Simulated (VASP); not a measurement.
The system is SbMo.

```
Mo Sb
1.0
     4.35830    0.00000    0.00000
    -2.17915    3.77439    0.00000
     0.00000    0.00000    5.25274
Mo Sb
2 2
Direct
  0.00000 0.00000 0.00000
  0.00000 0.00000 0.50000
  0.33333 0.66667 0.25000
  0.66667 0.33333 0.75000
```

Base run:

* Program: VASP 6.6.1
* Functional: LDA
* Potentials or basis: VASP PAW LDA potentials, release 64 (Mo_sv, Sb)
* Cutoff: 520 eV
* k mesh: 10 × 10 × 6
* Occupations: gaussian, width 0.05 eV
* Spin: no spin polarisation

Its results: band gap on the k mesh zero (band 19 reaches 9.93 eV, above the bottom of band 20 at 8.47 eV); pressure -6.9 GPa.

Q: The run is repeated on the same cell with these changes: functional from LDA to PBEsol; potentials or basis from VASP PAW LDA potentials, release 64 (Mo_sv, Sb) to VASP PAW PBE potentials, release 64 (Mo_sv, Sb). What comes out?

A: Band gap on the k mesh zero (band 19 reaches 9.91 eV, above the bottom of band 20 at 8.45 eV); pressure -4.6 GPa.

Caveats: spin-orbit coupling is left out, which moves the levels of the heavy elements; the PAW data sets were made with another functional, which shifts forces and pressure a little (some runs).
